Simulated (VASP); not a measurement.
Runs of VASP 6.6.1 on Sn. The structure is that of space group Fd-3m (No. 227), or close to it. The cells are those of the table. This isn't the form of Sn at room conditions, which is tetragonal (white tin).

```tsv
task	cell	k mesh	cutoff (eV)	smearing	gap on the mesh (eV)	pressure (GPa)	relaxed volume (Å³/atom)
single point	a = 4.646 Å, angles 60.0°, 2 atoms	6 × 6 × 6	520	gaussian 0.1 eV	none	(a)	-
relaxation of cell and atoms	relaxed from a = 4.577 Å, angles 60.0°, 2 atoms	16 × 16 × 16	600	fermi-dirac 0.15 eV	none	0.0	33.98
single point	a = 4.579 Å, angles 60.0°, 2 atoms	16 × 16 × 16	520	fermi-dirac 0.15 eV	none	0.0	-
relaxation of cell and atoms	relaxed from a = 4.646 Å, angles 60.0°, 2 atoms	16 × 16 × 16	600	gaussian 0.1 eV	none	0.0	33.96
single point	a = 4.577 Å, angles 60.0°, 2 atoms	16 × 16 × 16	520	gaussian 0.1 eV	none	0.0	-
```

Alike in all rows: level LDA; potentials or basis VASP PAW LDA potentials, release 64 (Sn_d); no spin polarisation.

Question: Estimate the missing entries.

Answer: (a) -1.8.

Caveats: spin-orbit coupling is left out, which moves the levels of the heavy elements.

A k mesh can miss the band edges, and the runs leave out spin-orbit coupling on Sn.

A gap of «none» marks levels without a gap at the run's occupations.
